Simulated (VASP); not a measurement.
# NaCl (Fm-3m) in VASP: notebook

The runs below take NaCl through single point, with r2SCAN.

Program: VASP 6.6.1. These are calculated values, not measurements. Logs are shortened: lines on timing, memory, paths and dates and some standing lists are left out, and cuts for length are marked.

### 1 The cell of the first run

It takes space group Fm-3m (No. 225, cubic). The conventional cell has a = 5.106 Å, b = 5.106 Å, c = 5.106 Å, α = 90.00°, β = 90.00°, γ = 90.00°. Within 3.4 Å of Na (site symmetry m-3m) lie 6 Cl at 2.55 Å. Within 3.4 Å of Cl (site symmetry m-3m) lie 6 Na at 2.55 Å.

### 2 Single point, r2SCAN

POSCAR

```
NaCl
1.0
    0.0000000000      2.5532361592      2.5532361592
    2.5532361592      0.0000000000      2.5532361592
    2.5532361592      2.5532361592      0.0000000000
Na Cl
1 1
Direct
    0.0000000000      0.0000000000      0.0000000000
    0.5000000000      0.5000000000      0.5000000000
```

INCAR.step1

```
PREC     = Accurate       # precision mode
ENCUT    = 520            # plane-wave cutoff, eV
ISMEAR   = 0              # smearing method
SIGMA    = 0.01           # smearing width, eV
LREAL    = False          # projectors in reciprocal space
LASPH    = True           # aspherical terms in the spheres
NELM     = 80             # most SCF steps
NBANDS   = 14             # bands
GGA      = PE             # functional
ALGO     = Normal         # electronic algorithm
EDIFF    = 1E-4           # SCF threshold, eV
LWAVE    = True           # write WAVECAR
LCHARG   = False          # write CHGCAR
```

INCAR.step2

```
PREC     = Accurate       # precision mode
ENCUT    = 520            # plane-wave cutoff, eV
EDIFF    = 1E-6           # SCF threshold, eV
ISMEAR   = 0              # smearing method
SIGMA    = 0.01           # smearing width, eV
LREAL    = False          # projectors in reciprocal space
LASPH    = True           # aspherical terms in the spheres
NELM     = 80             # most SCF steps
ALGO     = Normal         # electronic algorithm
ISIF     = 2              # what is computed and relaxed
LWAVE    = False          # write WAVECAR
LCHARG   = False          # write CHGCAR
METAGGA  = R2SCAN         # meta-GGA
LMIXTAU  = True         
NBANDS   = 14             # bands
ISTART   = 1
```

KPOINTS

```
regular mesh
0
Gamma
  8 8 8
```

Potentials or basis: VASP PAW PBE potentials, release 64 (Na_pv, Cl).

The run is started by

```
cat potpaw_PBE.64/Na_pv/POTCAR potpaw_PBE.64/Cl/POTCAR > POTCAR
cp INCAR.step1 INCAR
mpirun -np 1 vasp_std > vasp.out
cp INCAR.step2 INCAR
mpirun -np 1 vasp_std > vasp.out
```

OUTCAR:

```text
PREC = Accurate
   ENCUT = 520
   EDIFF = 1E-6
   ISMEAR = 0
   LREAL = False
   LASPH = True
   NELM = 80
   ISIF = 2
   METAGGA = R2SCAN
   ISTART = 1

 ion  position               nearest neighbor table
   1  0.000  0.000  0.000-   2 2.55   2 2.55   2 2.55   2 2.55   2 2.55   2 2.55
   2  0.500  0.500  0.500-   1 2.55   1 2.55   1 2.55   1 2.55   1 2.55   1 2.55

  LATTYP: Found a face centered cubic cell.
 ALAT       =     5.1064723184

  Lattice vectors:

 A1 = (   0.0000000000,   2.5532361592,   2.5532361592)
 A2 = (   2.5532361592,   0.0000000000,   2.5532361592)
 A3 = (   2.5532361592,   2.5532361592,   0.0000000000)

Analysis of symmetry for initial positions (statically):
=====================================================================
 Subroutine PRICEL returns:
 Original cell was already a primitive cell.

 Routine SETGRP: Setting up the symmetry group for a
 face centered cubic supercell.

 Subroutine GETGRP returns: Found 48 space group operations
 (whereof 48 operations were pure point group operations)
 out of a pool of 48 trial point group operations.

The static configuration has the point symmetry O_h .

Analysis of symmetry for dynamics (positions and initial velocities):
=====================================================================
 Subroutine PRICEL returns:
 Original cell was already a primitive cell.

 Routine SETGRP: Setting up the symmetry group for a
 face centered cubic supercell.

 Subroutine GETGRP returns: Found 48 space group operations
 (whereof 48 operations were pure point group operations)
 out of a pool of 48 trial point group operations.

The dynamic configuration has the point symmetry O_h .

 Subroutine INISYM returns: Found 48 space group operations
 (whereof 48 operations are pure point group operations),
 and found     1 'primitive' translations

----------------------------------------------------------------------------------------

                                     Primitive cell

  volume of cell :      33.2892

  direct lattice vectors                    reciprocal lattice vectors
     0.000000000  2.553236159  2.553236159    -0.195829907  0.195829907  0.195829907
     2.553236159  0.000000000  2.553236159     0.195829907 -0.195829907  0.195829907
     2.553236159  2.553236159  0.000000000     0.195829907  0.195829907 -0.195829907

  length of vectors
     3.610821204  3.610821204  3.610821204     0.339187349  0.339187349  0.339187349

  position of ions in fractional coordinates (direct lattice)
     0.000000000  0.000000000  0.000000000
     0.500000000  0.500000000  0.500000000

  ion indices of the primitive-cell ions
   primitive index   ion index
                 1           1
                 2           2

----------------------------------------------------------------------------------------

 KPOINTS: regular mesh

Automatic generation of k-mesh.
 Grid dimensions read from file:
 generate k-points for:    8    8    8

 Generating k-lattice:

  Cartesian coordinates                     Fractional coordinates (reciprocal lattice)
    -0.024478738  0.024478738  0.024478738     0.125000000  0.000000000  0.000000000
     0.024478738 -0.024478738  0.024478738     0.000000000  0.125000000  0.000000000
     0.024478738  0.024478738 -0.024478738     0.000000000  0.000000000  0.125000000

  Length of vectors
     0.042398419  0.042398419  0.042398419

  Shift w.r.t. Gamma in fractional coordinates (k-lattice)
     0.000000000  0.000000000  0.000000000

 Subroutine IBZKPT returns following result:
 ===========================================

 Found     29 irreducible k-points:

 Following reciprocal coordinates:
            Coordinates               Weight
  0.000000  0.000000  0.000000      1.000000
  0.125000  0.000000  0.000000      8.000000
  0.250000  0.000000  0.000000      8.000000
  0.375000  0.000000  0.000000      8.000000
  0.500000  0.000000  0.000000      4.000000
  0.125000  0.125000  0.000000      6.000000
[... 16 lines left out ...]
  0.500000  0.250000  0.125000     48.000000
 -0.375000  0.250000  0.125000     24.000000
 [... further k-points ...]
   k-points           NKPTS =     29   k-points in BZ     NKDIM =     29   number of bands    NBANDS=     14
   number of dos      NEDOS =    301   number of ions     NIONS =      2
   total plane-waves  NPLWV =  21952
   dimension x,y,z NGX =    28 NGY =   28 NGZ =   28
   dimension x,y,z NGXF=    56 NGYF=   56 NGZF=   56
   ions per type =               1   1
   NGX,Y,Z   is equivalent  to a cutoff of  12.89, 12.89, 12.89 a.u.
   NGXF,Y,Z  is equivalent  to a cutoff of  25.78, 25.78, 25.78 a.u.
 SYSTEM =  unknown system
   PREC   = accura    normal or accurate (medium, high low for compatibility)
   ISTART =      1    job   : 0-new  1-cont  2-samecut
   ICHARG =      0    charge: 1-file 2-atom 10-const
   ISPIN  =      1    spin polarized calculation?
   LNONCOLLINEAR =      F non collinear calculations
   LSORBIT =      F    spin-orbit coupling
   LASPH  =      T    aspherical Exc in radial PAW
   ENCUT  =  520.0 eV  38.22 Ry    6.18 a.u.   6.71  6.71  6.71*2*pi/ulx,y,z
   NELM   =     80;   NELMIN=  2; NELMDL=  0     # of ELM steps
   EDIFF  = 0.1E-05   stopping-criterion for ELM
   LREAL  =      F    real-space projection
   EDIFFG = 0.1E-04   stopping-criterion for IOM
   NSW    =      0    number of steps for IOM
   IBRION =     -1    ionic relax: 0-MD 1-quasi-New 2-CG
   NFREE  =      0    steps in history (QN), initial steepest desc. (CG)
   ISIF   =      2    stress and relaxation
   ISYM   =      2    0-nonsym 1-usesym 2-fastsym
   POTIM  = 0.5000    time-step for ionic-motion
   TEBEG  =    0.0;   TEEND  =   0.0 temperature during run
   PSTRESS=    0.0 pullay stress
   NELECT =      14.0000    total number of electrons
   NUPDOWN=      -1.0000    fix difference up-down
   EMIN   =  10.00;   EMAX   =-10.00  energy-range for DOS
   EFERMI =   0.00;   METHOD = LEGACY
   ISMEAR =     0;   SIGMA  =   0.01  broadening in eV -4-tet -1-fermi 0-gaus
   EFERMI_NEDOS =   21; number of points for ismear=-14 and -15
   IALGO  =     38    algorithm
   IMIX   =      4    mixing-type and parameters
     AMIX     =   0.40;   BMIX     =  1.00
     AMIX_MAG =   1.60;   BMIX_MAG =  1.00
  volume/ion in A,a.u.               =      16.64       112.32
  Fermi-wavevector in a.u.,A,eV,Ry     =   1.226544  2.317832 20.468749  1.504411
  Thomas-Fermi vector in A             =   2.361541
   LORBIT       =      0    0 simple, 1 ext, 2 COOP (PROOUT), +10 PAW based schemes
   METAGGA = R2SCAN    functional components
   LHFCALC =     F    Hartree Fock is set to
   AEXX    =    0.0000 exact exchange contribution
   IVDW    =     0    specifies the selected vdW correction
   LEPSILON=     F    determine dielectric tensor
   LRPA    =     F    only Hartree local field effects (RPA)
 non-spin polarized calculation
 Gauss-broadening in eV      SIGMA  =   0.01
  energy-cutoff  :      520.00
  volume of cell :       33.29
 maximum number of plane-waves:       934
   NGX = 13   NGY = 13   NGZ = 13

 number of electron      13.9999999 magnetization

 Free energy of the ion-electron system (eV)
  ---------------------------------------------------
  ext. energy  EPLUGINS =         0.00000000
  ---------------------------------------------------
  free energy    TOTEN  =       -13.42522339 eV

  energy without entropy =      -13.42522339  energy(sigma->0) =      -13.42522339

 E-fermi :   1.1022     XC(G=0): -10.1101

 val. band max:        0.9674887501   @ k =   0.0000   0.0000   0.0000
 cond. band min:       8.4443286708   @ k =   0.0000   0.0000   0.0000
 fundamental gap:      7.4768399207
 Fermi energy:         1.1021718358

 k-point     1 :       0.0000    0.0000    0.0000
  band No.  band energies     occupation
      1     -20.2015      2.00000
      2     -20.2011      2.00000
      3     -20.2011      2.00000
      4     -13.1703      2.00000
      5       0.9675      2.00000
      6       0.9675      2.00000
      7       0.9675      2.00000
      8       8.4443      0.00000
      9      12.8457      0.00000
     10      12.8457      0.00000
     11      12.8457      0.00000
     12      15.5347      0.00000
     13      15.5347      0.00000
     14      17.8079      0.00000

 k-point     2 :       0.1250    0.0000    0.0000
  band No.  band energies     occupation
      1     -20.2187      2.00000
      2     -20.2023      2.00000
      3     -20.2019      2.00000
      4     -13.0622      2.00000
      5       0.4085      2.00000
      6       0.8854      2.00000
      7       0.8855      2.00000
      8       9.0384      0.00000
      9      12.3815      0.00000
     10      13.1410      0.00000
     11      13.1411      0.00000
     12      15.4305      0.00000
     13      15.4305      0.00000
     14      19.0917      0.00000

 k-point     3 :       0.2500    0.0000    0.0000
  band No.  band energies     occupation
      1     -20.2600      2.00000
      2     -20.2042      2.00000
      3     -20.2038      2.00000
      4     -12.7892      2.00000
      5      -0.7240      2.00000
      6       0.6971      2.00000
      7       0.6971      2.00000
      8       9.7035      0.00000
      9      12.5912      0.00000
     10      13.5360      0.00000
     11      13.5364      0.00000
     12      15.8289      0.00000
     13      15.8290      0.00000
     14      20.1783      0.00000

 k-point     4 :       0.3750    0.0000    0.0000
  band No.  band energies     occupation
      1     -20.2998      2.00000
      2     -20.2061      2.00000
      3     -20.2057      2.00000
      4     -12.4953      2.00000
      5      -1.6929      2.00000
      6       0.5204      2.00000
      7       0.5204      2.00000
      8       9.5383      0.00000
      9      13.4606      0.00000
     10      13.4611      0.00000
     11      14.2434      0.00000
     12      17.5029      0.00000
     13      17.5031      0.00000
     14      19.5329      0.00000

 k-point     5 :       0.5000    0.0000    0.0000
  band No.  band energies     occupation
      1     -20.3158      2.00000
      2     -20.2068      2.00000
      3     -20.2064      2.00000
      4     -12.3662      2.00000
      5      -2.0672      2.00000
      6       0.4502      2.00000
      7       0.4503      2.00000
      8       9.4073      0.00000
      9      13.3733      0.00000
     10      13.3739      0.00000
     11      15.3152      0.00000
[... 276 lines left out ...]
 k-point    22 :       0.3750    0.2500    0.1250
  band No.  band energies     occupation
      1     -20.2647      2.00000
      2     -20.2191      2.00000
      3     -20.2077      2.00000
      4     -12.6214      2.00000
      5      -0.9752      2.00000
      6       0.1791      2.00000
      7       0.5006      2.00000
      8      10.9918      0.00000
      9      11.0326      0.00000
     10      13.2238      0.00000
     11      15.0277      0.00000
     12      15.1267      0.00000
     13      17.7475      0.00000
     14      22.8174      0.00000

 k-point    23 :       0.5000    0.2500    0.1250
  band No.  band energies     occupation
      1     -20.2828      2.00000
      2     -20.2261      2.00000
      3     -20.2115      2.00000
      4     -12.4096      2.00000
      5      -1.4580      2.00000
      6      -0.1917      2.00000
      7       0.3154      2.00000
      8      10.7657      0.00000
      9      12.2743      0.00000
     10      12.7956      0.00000
     11      14.8191      0.00000
     12      16.8124      0.00000
     13      20.0278      0.00000
     14      20.4789      0.00000

 k-point    24 :      -0.3750    0.2500    0.1250
  band No.  band energies     occupation
      1     -20.2904      2.00000
      2     -20.2274      2.00000
      3     -20.2143      2.00000
      4     -12.3183      2.00000
      5      -1.6596      2.00000
      6      -0.3251      2.00000
      7       0.2304      2.00000
      8      10.7111      0.00000
      9      12.1821      0.00000
     10      13.6917      0.00000
     11      14.6053      0.00000
     12      17.7136      0.00000
     13      19.8168      0.00000
     14      20.5171      0.00000

 [... further k-points ...]
[... 5 lines left out ...]
  --------------------------------------------------------------------------------------
  -------------------------------------------------------------------------------------
  Total        3.0602309      3.0602309      3.0602309      0.0000000      0.0000000     -0.0000000
  in kB      147.2861204    147.2861204    147.2861204      0.0000000      0.0000000     -0.0000000
  external PRESSURE =     147.2861204 kB  Pullay stress =       0.0000000 kB

 VOLUME and BASIS-vectors are now :
 -----------------------------------------------------------------------------
  energy-cutoff  :      520.00
  volume of cell :       33.29
      direct lattice vectors                 reciprocal lattice vectors
     0.000000000  2.553236159  2.553236159    -0.195829907  0.195829907  0.195829907
     2.553236159  0.000000000  2.553236159     0.195829907 -0.195829907  0.195829907
     2.553236159  2.553236159  0.000000000     0.195829907  0.195829907 -0.195829907

 POSITION                                       TOTAL-FORCE (eV/Angst)
 -----------------------------------------------------------------------------------
      0.00000      0.00000      0.00000        -0.000000     -0.000000     -0.000000
      2.55324      2.55324      2.55324         0.000000      0.000000      0.000000
 -----------------------------------------------------------------------------------
    total drift:                                0.000000      0.000000      0.000000

  FREE ENERGIE OF THE ION-ELECTRON SYSTEM (eV)
  ---------------------------------------------------
  free  energy   TOTEN  =       -13.4252233874 eV

  energy  without entropy=      -13.4252233874  energy(sigma->0) =      -13.42522339
```

Run time: 25 s. Hardware: 1 thread of Intel Xeon 6975P-C (Granite Rapids), shared host; peak memory 0.16 GiB.

What came out:

```yaml
Free_energy: -13.4252 eV
Pressure: 14.7 GPa
Band_gap_on_the_k_mesh: 7.48 eV
```

Caveat: the cell stands under pressure; the PAW data sets were made with another functional, which shifts forces and pressure a little.

### 3 Single point, r2SCAN

This run uses another cell than the first one, of 17.74 Å³/atom.

POSCAR

```
NaCl
1.0
    0.0000000000      2.6078216341      2.6078216341
    2.6078216341      0.0000000000      2.6078216341
    2.6078216341      2.6078216341      0.0000000000
Na Cl
1 1
Direct
    0.0000000000      0.0000000000      0.0000000000
    0.5000000000      0.5000000000      0.5000000000
```

INCAR.step1

```
  ALGO = Normal
  EDIFF = 1E-4
  ENCUT = 520
  GGA = PE
  ISMEAR = 0
  LASPH = T
  LCHARG = F
  LREAL = F
  LWAVE = T
  NBANDS = 14
  NELM = 80
  PREC = Accurate
  SIGMA = 0.01
```

INCAR.step2

```
  ALGO = Normal
  EDIFF = 1E-6
  ENCUT = 520
  ISIF = 2
  ISMEAR = 0
  ISTART = 1
  LASPH = T
  LCHARG = T
  LELF = T
  LMIXTAU = T
  LREAL = F
  LVHAR = T
  LWAVE = F
  METAGGA = R2SCAN
  NBANDS = 14
  NELM = 80
  PREC = Accurate
  SIGMA = 0.01
```

KPOINTS

```
k-points
0
Gamma
  8 8 8
```

Potentials or basis: VASP PAW PBE potentials, release 64 (Na_pv, Cl).

The run is started by

```
cat potpaw_PBE.64/Na_pv/POTCAR potpaw_PBE.64/Cl/POTCAR > POTCAR
cp INCAR.step1 INCAR
mpirun -np 1 vasp_std > vasp.out
cp INCAR.step2 INCAR
mpirun -np 1 vasp_std > vasp.out
```

Run time: 25 s. Hardware: 1 thread of Intel Xeon 6975P-C (Granite Rapids), shared host; peak memory 0.15 GiB.

It converged, with:

| Quantity | Value |
| --- | --- |
| Free energy | -13.5890 eV |
| Pressure | 9.6 GPa |
| Band gap on the k mesh | 7.09 eV |

Levels at points of the mesh, in eV from the valence-band top:
```
           k point  band 5  band 6  band 7  band 8  band 9  band 10
(0.00, 0.00, 0.00)    0.00    0.00    0.00    7.09   11.89    11.89
(0.50, 0.00, 0.00)   -2.76   -0.45   -0.45    8.35   12.29    12.29
(0.50, 0.50, 0.00)   -2.41   -0.88   -0.88    8.28    9.11    14.15
```

Caveat: the cell stands under pressure; the PAW data sets were made with another functional, which shifts forces and pressure a little.

(Part 1 of 2 ends here.)
